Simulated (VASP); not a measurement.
# Mo (Im-3m) in VASP: settings compared, part 2 of 2

VASP 6.6.1. The steps go on from the part before.

## 5. Single point, PBE0

This run uses another cell than the first one, of 14.94 Å³/atom.

Input file POSCAR:

```
Mo
1.0
   -1.5514772677      1.5514772677      1.5514772677
    1.5514772677     -1.5514772677      1.5514772677
    1.5514772677      1.5514772677     -1.5514772677
Mo
1
Direct
    0.0000000000      0.0000000000      0.0000000000
```

Input file INCAR.step1:

```
SYSTEM = Mo
ALGO = Normal
EDIFF = 1E-5
ENCUT = 520
GGA = PE
ISIF = 2
ISMEAR = -1
LASPH = .TRUE.
LREAL = .FALSE.
LWAVE = .TRUE.
NBANDS = 13
NELM = 100
PREC = Accurate
SIGMA = 0.05
```

Input file INCAR.step2:

```
SYSTEM = Mo
AEXX = 0.25
ALGO = Normal
EDIFF = 1E-6
ENCUT = 520
GGA = PE
ISIF = 2
ISMEAR = -1
ISTART = 1
LASPH = .TRUE.
LCHARG = .TRUE.
LELF = .TRUE.
LHFCALC = .TRUE.
LREAL = .FALSE.
LVHAR = .TRUE.
LWAVE = .FALSE.
NBANDS = 13
NELM = 100
PREC = Accurate
PRECFOCK = Normal
SIGMA = 0.05
```

Input file KPOINTS:

```
k-points
0
G
  8 8 8
  0 0 0
```

Potentials or basis: VASP PAW PBE potentials, release 64 (Mo_sv).

Started as:

```console
> cat potpaw_PBE.64/Mo_sv/POTCAR > POTCAR
> cp INCAR.step1 INCAR
> mpirun -np 1 vasp_std > vasp.out
> cp INCAR.step2 INCAR
> mpirun -np 1 vasp_std > vasp.out
```

OUTCAR:

```text
SYSTEM = Mo
   AEXX = 0.25
   EDIFF = 1E-6
   ENCUT = 520
   GGA = PE
   ISIF = 2
   ISMEAR = -1
   ISTART = 1
   LASPH = .TRUE.
   LHFCALC = .TRUE.
   LREAL = .FALSE.
   NELM = 100
   PREC = Accurate
   PRECFOCK = Normal

 ion  position               nearest neighbor table
   1  0.000  0.000  0.000-

  LATTYP: Found a body centered cubic cell.
 ALAT       =     3.1029545354

  Lattice vectors:

 A1 = (  -1.5514772677,   1.5514772677,   1.5514772677)
 A2 = (   1.5514772677,  -1.5514772677,   1.5514772677)
 A3 = (   1.5514772677,   1.5514772677,  -1.5514772677)

Analysis of symmetry for initial positions (statically):
=====================================================================
 Subroutine PRICEL returns:
 Original cell was already a primitive cell.

 Routine SETGRP: Setting up the symmetry group for a
 body centered cubic supercell.

 Subroutine GETGRP returns: Found 48 space group operations
 (whereof 48 operations were pure point group operations)
 out of a pool of 48 trial point group operations.

The static configuration has the point symmetry O_h .

Analysis of symmetry for dynamics (positions and initial velocities):
=====================================================================
 Subroutine PRICEL returns:
 Original cell was already a primitive cell.

 Routine SETGRP: Setting up the symmetry group for a
 body centered cubic supercell.

 Subroutine GETGRP returns: Found 48 space group operations
 (whereof 48 operations were pure point group operations)
 out of a pool of 48 trial point group operations.

The dynamic configuration has the point symmetry O_h .

 Subroutine INISYM returns: Found 48 space group operations
 (whereof 48 operations are pure point group operations),
 and found     1 'primitive' translations

----------------------------------------------------------------------------------------

                                     Primitive cell

  volume of cell :      14.9381

[... 120 lines left out ...]
   HFSCREENC=   0.0000 screening length for correlation (either q_TF or 0.3 A-1)
   ENCUTFOCK=  -1.0 apply spherical cutoff to Coloumb kernel
   IVDW    =     0    specifies the selected vdW correction
   LEPSILON=     F    determine dielectric tensor
   LRPA    =     F    only Hartree local field effects (RPA)
 non-spin polarized calculation
  energy-cutoff  :      520.00
  volume of cell :       14.94
 maximum number of plane-waves:       420
  NGX = 16; NGY = 16; NGZ = 16

 number of electron      13.9999997 magnetization

 Free energy of the ion-electron system (eV)
  ---------------------------------------------------
  ext. energy  EPLUGINS =         0.00000000
  ---------------------------------------------------
  free energy    TOTEN  =       -14.03858596 eV

  energy without entropy =      -14.03856869  energy(sigma->0) =      -14.03857733

 E-fermi :  13.1366     XC(G=0): -10.7117

 val. band max:       12.7440055186   @ k =   0.3750   0.0000   0.0000
 cond. band min:      13.5645084112   @ k =  -0.2500   0.2500   0.1250
 fundamental gap:      0.8205028925
 Fermi energy:        13.1365557317

 k-point     1 :       0.0000    0.0000    0.0000
  band No.  band energies     occupation
      1     -52.7473      2.00000
      2     -24.3405      2.00000
      3     -24.3405      2.00000
      4     -24.3405      2.00000
      5       4.2208      2.00000
      6      11.0729      2.00000
      7      11.0729      2.00000
      8      11.0729      2.00000
      9      16.1707      0.00000
     10      16.1707      0.00000
     11      29.4189      0.00000
     12      29.4189      0.00000
     13      29.4189      0.00000
[... 354 lines left out ...]
  band No.  band energies     occupation
      1     -52.3148      2.00000
      2     -25.6828      2.00000
      3     -25.1529      2.00000
      4     -24.9918      2.00000
      5       8.0984      2.00000
      6       8.7907      2.00000
      7      12.0984      2.00000
      8      13.8147      0.00000
      9      17.0759      0.00000
     10      19.6394      0.00000
     11      29.1292      0.00000
     12      31.3151      0.00000
     13      32.3095      0.00000

 [... further k-points ...]

------------------------ aborting loop because EDIFF is reached ----------------------------------------

  FORCE on cell =-STRESS in cart. coord.  units (eV):
  Direction    XX          YY          ZZ          XY          YZ          ZX
  --------------------------------------------------------------------------------------
  -------------------------------------------------------------------------------------
  Total        1.2222356      1.2222356      1.2222356      0.0000000      0.0000000     -0.0000000
  in kB      131.0899084    131.0899084    131.0899084      0.0000000      0.0000000     -0.0000000
  external PRESSURE =     131.0899084 kB  Pullay stress =       0.0000000 kB

 VOLUME and BASIS-vectors are now :
 -----------------------------------------------------------------------------
  energy-cutoff  :      520.00
  volume of cell :       14.94
      direct lattice vectors                 reciprocal lattice vectors
    -1.551477268  1.551477268  1.551477268     0.000000000  0.322273494  0.322273494
     1.551477268 -1.551477268  1.551477268     0.322273494  0.000000000  0.322273494
     1.551477268  1.551477268 -1.551477268     0.322273494  0.322273494  0.000000000

 POSITION                                       TOTAL-FORCE (eV/Angst)
 -----------------------------------------------------------------------------------
      0.00000      0.00000      0.00000         0.000000      0.000000      0.000000
 -----------------------------------------------------------------------------------
    total drift:                               -0.000000     -0.000000      0.000000

  FREE ENERGIE OF THE ION-ELECTRON SYSTEM (eV)
  ---------------------------------------------------
  free  energy   TOTEN  =       -14.0385859606 eV

  energy  without entropy=      -14.0385686903  energy(sigma->0) =      -14.03857733
```

OUTCAR.step1:

```text
SYSTEM = Mo
   EDIFF = 1E-5
   ENCUT = 520
   GGA = PE
   ISIF = 2
   ISMEAR = -1
   LASPH = .TRUE.
[... 600 lines left out ...]
 -----------------------------------------------------------------------------------
      0.00000      0.00000      0.00000        -0.000000     -0.000000     -0.000000
 -----------------------------------------------------------------------------------
    total drift:                                0.000000     -0.000000      0.000000

  FREE ENERGIE OF THE ION-ELECTRON SYSTEM (eV)
  ---------------------------------------------------
  free  energy   TOTEN  =       -10.8696912139 eV

  energy  without entropy=      -10.8614750798  energy(sigma->0) =      -10.86558315
```

OSZICAR.step1:

```text
N       E                     dE             d eps       ncg     rms          rms(c)
DAV:   1     0.950578526512E+02    0.95058E+02   -0.83357E+03   770   0.112E+03
DAV:   2    -0.102953407585E+02   -0.10535E+03   -0.10141E+03   839   0.311E+02
DAV:   3    -0.114897538373E+02   -0.11944E+01   -0.11917E+01   839   0.332E+01
DAV:   4    -0.114923229739E+02   -0.25691E-02   -0.25691E-02   829   0.190E+00
DAV:   5    -0.114923382159E+02   -0.15242E-04   -0.15242E-04   864   0.132E-01    0.163E+01
DAV:   6    -0.109504241760E+02    0.54191E+00   -0.64912E-01   779   0.101E+01    0.484E+00
DAV:   7    -0.108730589150E+02    0.77365E-01   -0.14035E-01   829   0.448E+00    0.834E-01
DAV:   8    -0.108696366317E+02    0.34223E-02   -0.39898E-03   779   0.811E-01    0.146E-01
DAV:   9    -0.108696845369E+02   -0.47905E-04   -0.93896E-05   854   0.122E-01    0.718E-02
DAV:  10    -0.108696912139E+02   -0.66771E-05   -0.13948E-05   617   0.461E-02
   1 F= -.10869691E+02 E0= -.10865583E+02  d E =-.821613E-02
```

Wall time 45 min (1 thread of Oxide Virtual Turin-like, shared host); peak memory 0.11 GiB.

What came out:

```
Free energy            : -14.0386 eV
Pressure               : 13.1 GPa
Band gap on the k mesh : zero (bands 7 and 8 overlap by 7.38 eV)
```

Caveat: the cell stands under pressure; the PAW data sets were made with another functional, which shifts forces and pressure a little.

## 6. The runs side by side

```tsv
task	level	spin	cell	k mesh	cutoff (eV)	smearing	dipole correction	grid for exact exchange (PRECFOCK)	share of exact exchange	screening parameter	tolerance level	gap on the mesh (eV)	pressure (GPa)
single point	HSE06	off	a = 2.706 Å, angles 109.5°, 1 atom	8 × 8 × 8	520	fermi-dirac 0.05 eV	no	Normal	0.25	0.2079 1/Å	-	none	5.5
single point	PBE	off	a = 2.743 Å, angles 109.5°, 1 atom	10 × 10 × 10	520	methfessel-paxton 0.1 eV	-	-	-	-	-	none	-1.7
relaxation of cell and atoms	PBE	non-collinear, zero start, SOC	relaxed from a = 2.697 Å, angles 109.5°, 1 atom	16 × 16 × 16	640	fermi-dirac 0.02 eV	-	-	-	-	tight	-	0.0
single point	PBE0	off	a = 2.687 Å, angles 109.5°, 1 atom	8 × 8 × 8	520	fermi-dirac 0.05 eV	no	Normal	0.25	-	-	none	13.1
```

Alike in all rows: potentials or basis VASP PAW PBE potentials, release 64 (Mo_sv).

Caveats: the cell stands under pressure (at least some runs); the PAW data sets were made with another functional, which shifts forces and pressure a little (at least some runs).

Absolute energies hang on the potentials; compare differences alone.
